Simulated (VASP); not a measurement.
# Ge (P6_3/mmc) in VASP: single point with PBEsol

Aim: the single point of Ge with PBEsol.

Everything below comes from runs of VASP 6.6.1. Logs are shortened: lines on timing, memory, paths and dates and some standing lists are left out, and cuts for length are marked.

## Step 1: The cell of the first run

The structure is hexagonal, space group P6_3/mmc (No. 194). Conventional cell: a = 4.004 Å, b = 4.004 Å, c = 13.145 Å, α = 90.00°, β = 90.00°, γ = 120.00°. Ge (site symmetry 3m) has 4 Ge at 2.45 Å within 3.2 Å. Within 3.2 Å of Ge (site symmetry 3m) lie 4 Ge at 2.45 to 2.47 Å.

This isn't the form of Ge at room conditions, which is diamond.

## Step 2: Single point, PBEsol

The input, INCAR:

```
SYSTEM = Ge
PREC = Accurate
ENCUT = 520
EDIFF = 1E-6
ISMEAR = 0
SIGMA = 0.1
LREAL = .FALSE.
LASPH = .TRUE.
NELM = 100
ALGO = Normal
ISIF = 2
LWAVE = .FALSE.
LCHARG = .FALSE.
GGA = PS
NBANDS = 66
```

The input, KPOINTS:

```
regular mesh
0
G
  12 12 4
  0 0 0
```

The input, POSCAR:

```
Ge
1.0
    4.0041644970      0.0000000000      0.0000000000
   -2.0020822485      3.4677081753      0.0000000000
    0.0000000000      0.0000000000     13.1450496104
Ge
8
Direct
    0.0000000000      0.0000000000      0.4068073295
    0.0000000000      0.0000000000      0.5931926705
    0.0000000000      0.0000000000      0.9068073295
    0.0000000000      0.0000000000      0.0931926705
    0.3333333333      0.6666666667      0.3441392333
    0.6666666667      0.3333333333      0.6558607667
    0.6666666667      0.3333333333      0.8441392333
    0.3333333333      0.6666666667      0.1558607667
```

Potentials or basis: VASP PAW PBE potentials, release 64 (Ge_d).

Started as:

```console
> cat potpaw_PBE.64/Ge_d/POTCAR > POTCAR
> mpirun -np 1 vasp_std > vasp.out
```

OUTCAR:

```text
SYSTEM = Ge
   PREC = Accurate
   ENCUT = 520
   EDIFF = 1E-6
   ISMEAR = 0
   LREAL = .FALSE.
   LASPH = .TRUE.
   NELM = 100
   ISIF = 2
   GGA = PS

 ion  position               nearest neighbor table
   1  0.000  0.000  0.407-   2 2.45   5 2.45   5 2.45   5 2.45
   2  0.000  0.000  0.593-   1 2.45   6 2.45   6 2.45   6 2.45
   3  0.000  0.000  0.907-   4 2.45   7 2.45   7 2.45   7 2.45
   4  0.000  0.000  0.093-   3 2.45   8 2.45   8 2.45   8 2.45
   5  0.333  0.667  0.344-   1 2.45   1 2.45   1 2.45   8 2.47
   6  0.667  0.333  0.656-   2 2.45   2 2.45   2 2.45   7 2.47
   7  0.667  0.333  0.844-   3 2.45   3 2.45   3 2.45   6 2.47
   8  0.333  0.667  0.156-   4 2.45   4 2.45   4 2.45   5 2.47

  LATTYP: Found a hexagonal cell.
 ALAT       =     4.0041644970
 C/A-ratio  =     3.2828445535

  Lattice vectors:

 A1 = (   4.0041644970,   0.0000000000,   0.0000000000)
 A2 = (  -2.0020822485,   3.4677081753,   0.0000000000)
 A3 = (   0.0000000000,   0.0000000000,  13.1450496104)

Analysis of symmetry for initial positions (statically):
=====================================================================
 Subroutine PRICEL returns:
 Original cell was already a primitive cell.

 Routine SETGRP: Setting up the symmetry group for a
 hexagonal supercell.

 Subroutine GETGRP returns: Found 24 space group operations
 (whereof 12 operations were pure point group operations)
 out of a pool of 24 trial point group operations.

The static configuration has the point symmetry D_3d.
 The point group associated with its full space group is D_6h.

Analysis of symmetry for dynamics (positions and initial velocities):
=====================================================================
 Subroutine PRICEL returns:
 Original cell was already a primitive cell.

 Routine SETGRP: Setting up the symmetry group for a
 hexagonal supercell.

 Subroutine GETGRP returns: Found 24 space group operations
 (whereof 12 operations were pure point group operations)
 out of a pool of 24 trial point group operations.

The dynamic configuration has the point symmetry D_3d.
 The point group associated with its full space group is D_6h.

 Subroutine INISYM returns: Found 24 space group operations
 (whereof 12 operations are pure point group operations),
 and found     1 'primitive' translations

----------------------------------------------------------------------------------------

                                     Primitive cell

  volume of cell :     182.5226

  direct lattice vectors                    reciprocal lattice vectors
     4.004164497  0.000000000  0.000000000     0.249739990  0.144187450  0.000000000
    -2.002082248  3.467708175  0.000000000     0.000000000  0.288374900  0.000000000
     0.000000000  0.000000000 13.145049610     0.000000000  0.000000000  0.076074266

  length of vectors
     4.004164497  4.004164497 13.145049610     0.288374900  0.288374900  0.076074266

  position of ions in fractional coordinates (direct lattice)
     0.000000000  0.000000000  0.406807329
     0.000000000  0.000000000  0.593192671
     0.000000000  0.000000000  0.906807329
     0.000000000  0.000000000  0.093192671
     0.333333333  0.666666667  0.344139233
     0.666666667  0.333333333  0.655860767
     0.666666667  0.333333333  0.844139233
     0.333333333  0.666666667  0.155860767

  ion indices of the primitive-cell ions
   primitive index   ion index
                 1           1
                 2           2
                 3           3
                 4           4
                 5           5
                 6           6
                 7           7
                 8           8

----------------------------------------------------------------------------------------

 KPOINTS: regular mesh

Automatic generation of k-mesh.
 Grid dimensions read from file:
 generate k-points for:   12   12    4

 Generating k-lattice:

  Cartesian coordinates                     Fractional coordinates (reciprocal lattice)
     0.020811666  0.012015621  0.000000000     0.083333333  0.000000000  0.000000000
     0.000000000  0.024031242  0.000000000     0.000000000  0.083333333  0.000000000
     0.000000000  0.000000000  0.019018566     0.000000000  0.000000000  0.250000000

  Length of vectors
     0.024031242  0.024031242  0.019018566

  Shift w.r.t. Gamma in fractional coordinates (k-lattice)
     0.000000000  0.000000000  0.000000000

 Subroutine IBZKPT returns following result:
 ===========================================

 Found     57 irreducible k-points:

 Following reciprocal coordinates:
            Coordinates               Weight
  0.000000  0.000000  0.000000      1.000000
  0.083333  0.000000  0.000000      6.000000
  0.166667 -0.000000  0.000000      6.000000
  0.250000  0.000000  0.000000      6.000000
  0.333333  0.000000  0.000000      6.000000
  0.416667  0.000000  0.000000      6.000000
[... 16 lines left out ...]
  0.250000  0.000000  0.250000     12.000000
  0.333333  0.000000  0.250000     12.000000
 [... further k-points ...]
   k-points           NKPTS =     57   k-points in BZ     NKDIM =     57   number of bands    NBANDS=     66
   number of dos      NEDOS =    301   number of ions     NIONS =      8
   total plane-waves  NPLWV =  88200
   dimension x,y,z NGX =    30 NGY =   30 NGZ =   98
   dimension x,y,z NGXF=    60 NGYF=   60 NGZF=  196
   ions per type =               8
   NGX,Y,Z   is equivalent  to a cutoff of  12.46, 12.46, 12.39 a.u.
   NGXF,Y,Z  is equivalent  to a cutoff of  24.91, 24.91, 24.79 a.u.
 SYSTEM =  Ge
   PREC   = accura    normal or accurate (medium, high low for compatibility)
   ISTART =      0    job   : 0-new  1-cont  2-samecut
   ICHARG =      2    charge: 1-file 2-atom 10-const
   ISPIN  =      1    spin polarized calculation?
   LNONCOLLINEAR =      F non collinear calculations
   LSORBIT =      F    spin-orbit coupling
   LASPH  =      T    aspherical Exc in radial PAW
   ENCUT  =  520.0 eV  38.22 Ry    6.18 a.u.   7.45  7.45 24.44*2*pi/ulx,y,z
   NELM   =    100;   NELMIN=  2; NELMDL= -5     # of ELM steps
   EDIFF  = 0.1E-05   stopping-criterion for ELM
   LREAL  =      F    real-space projection
   EDIFFG = 0.1E-04   stopping-criterion for IOM
   NSW    =      0    number of steps for IOM
[... 5 lines left out ...]
   TEBEG  =    0.0;   TEEND  =   0.0 temperature during run
   PSTRESS=    0.0 pullay stress
   NELECT =     112.0000    total number of electrons
   NUPDOWN=      -1.0000    fix difference up-down
   EMIN   =  10.00;   EMAX   =-10.00  energy-range for DOS
   EFERMI =   0.00;   METHOD = LEGACY
   ISMEAR =     0;   SIGMA  =   0.10  broadening in eV -4-tet -1-fermi 0-gaus
   EFERMI_NEDOS =   21; number of points for ismear=-14 and -15
   IALGO  =     38    algorithm
   IMIX   =      4    mixing-type and parameters
     AMIX     =   0.40;   BMIX     =  1.00
     AMIX_MAG =   1.60;   BMIX_MAG =  1.00
  volume/ion in A,a.u.               =      22.82       153.97
  Fermi-wavevector in a.u.,A,eV,Ry     =   1.391154  2.628900 26.331492  1.935310
  Thomas-Fermi vector in A             =   2.515021
   LORBIT       =      0    0 simple, 1 ext, 2 COOP (PROOUT), +10 PAW based schemes
   GGA     = PS    functional components
   LHFCALC =     F    Hartree Fock is set to
   AEXX    =    0.0000 exact exchange contribution
   IVDW    =     0    specifies the selected vdW correction
   LEPSILON=     F    determine dielectric tensor
   LRPA    =     F    only Hartree local field effects (RPA)
 non-spin polarized calculation
 Gauss-broadening in eV      SIGMA  =   0.10
  energy-cutoff  :      520.00
  volume of cell :      182.52
 maximum number of plane-waves:      4987
 NGX is ok and might be reduce to    30
   NGX = 15   NGY = 15   NGZ = 49

 number of electron     112.0000146 magnetization

 Free energy of the ion-electron system (eV)
  ---------------------------------------------------
  ext. energy  EPLUGINS =         0.00000000
  ---------------------------------------------------
  free energy    TOTEN  =       -39.44141706 eV

  energy without entropy =      -39.44032459  energy(sigma->0) =      -39.44087083

 E-fermi :   4.8302     XC(G=0): -10.0900

 val. band max:        4.8259895072   @ k =   0.0000   0.0000   0.2500
 cond. band min:       4.8651816594   @ k =   0.0000   0.0000   0.0000
 fundamental gap:      0.0391921521
 Fermi energy:         4.8301940484

 k-point     1 :       0.0000    0.0000    0.0000
  band No.  band energies     occupation
      1     -20.0014      2.00000
      2     -20.0014      2.00000
      3     -19.9923      2.00000
      4     -19.9923      2.00000
      5     -19.9880      2.00000
      6     -19.9880      2.00000
[... 58 lines left out ...]
     65       8.0103      0.00000
     66       8.5593      0.00000

 k-point     2 :       0.0833    0.0000    0.0000
  band No.  band energies     occupation
      1     -20.0071      2.00000
      2     -20.0032      2.00000
      3     -19.9940      2.00000
      4     -19.9936      2.00000
      5     -19.9920      2.00000
      6     -19.9897      2.00000
[... 58 lines left out ...]
     65       8.3174      0.00000
     66       8.3305      0.00000

 k-point     3 :       0.1667   -0.0000    0.0000
  band No.  band energies     occupation
      1     -20.0164      2.00000
      2     -20.0067      2.00000
      3     -19.9985      2.00000
      4     -19.9976      2.00000
      5     -19.9969      2.00000
      6     -19.9934      2.00000
[... 1438 lines left out ...]
     65       9.4129      0.00000
     66       9.6086      0.00000

 k-point    24 :       0.3333    0.0000    0.2500
  band No.  band energies     occupation
      1     -20.0235      2.00000
      2     -20.0111      2.00000
      3     -20.0101      2.00000
      4     -20.0056      2.00000
      5     -19.9987      2.00000
      6     -19.9963      2.00000
[... 58 lines left out ...]
     65       9.7524      0.00000
     66       9.8278      0.00000

 [... further k-points ...]

------------------------ aborting loop because EDIFF is reached ----------------------------------------

  FORCE on cell =-STRESS in cart. coord.  units (eV):
  Direction    XX          YY          ZZ          XY          YZ          ZX
  --------------------------------------------------------------------------------------
  -------------------------------------------------------------------------------------
  Total       -0.1024718     -0.1024718     -0.1258586      0.0000000      0.0000000      0.0000000
  in kB       -0.8994936     -0.8994936     -1.1047826      0.0000000      0.0000000      0.0000000
  external PRESSURE =      -0.9679233 kB  Pullay stress =       0.0000000 kB

 VOLUME and BASIS-vectors are now :
 -----------------------------------------------------------------------------
  energy-cutoff  :      520.00
  volume of cell :      182.52
      direct lattice vectors                 reciprocal lattice vectors
     4.004164497  0.000000000  0.000000000     0.249739990  0.144187450  0.000000000
    -2.002082248  3.467708175  0.000000000     0.000000000  0.288374900  0.000000000
     0.000000000  0.000000000 13.145049610     0.000000000  0.000000000  0.076074266

 POSITION                                       TOTAL-FORCE (eV/Angst)
 -----------------------------------------------------------------------------------
      0.00000      0.00000      5.34750         0.000000     -0.000000     -0.001790
      0.00000      0.00000      7.79755        -0.000000      0.000000      0.001790
      0.00000      0.00000     11.92003        -0.000000      0.000000     -0.001790
      0.00000      0.00000      1.22502         0.000000     -0.000000      0.001790
     -0.00000      2.31181      4.52373        -0.000000      0.000000      0.001427
      2.00208      1.15590      8.62132        -0.000000     -0.000000     -0.001427
      2.00208      1.15590     11.09625        -0.000000      0.000000      0.001427
     -0.00000      2.31181      2.04880        -0.000000     -0.000000     -0.001427
 -----------------------------------------------------------------------------------
    total drift:                                0.000000     -0.000000      0.000000

  FREE ENERGIE OF THE ION-ELECTRON SYSTEM (eV)
  ---------------------------------------------------
  free  energy   TOTEN  =       -39.4414170612 eV

  energy  without entropy=      -39.4403245894  energy(sigma->0) =      -39.44087083
```

Wall time 14 min (1 thread of Intel Xeon Platinum 8275CL at 3.00GHz (Skylake/Cascade Lake), shared host); peak memory 0.57 GiB.

What came out:

* Free energy: -39.4414 eV
* Pressure: -0.1 GPa
* Band gap on the k mesh: 0.01 eV (least direct gap 0.05 eV)

Caveat: the PAW data sets were made with another functional, which shifts forces and pressure a little. A k mesh can miss the band edges.

The gap in the log of VASP goes by the Fermi energy; the results here count the filled bands.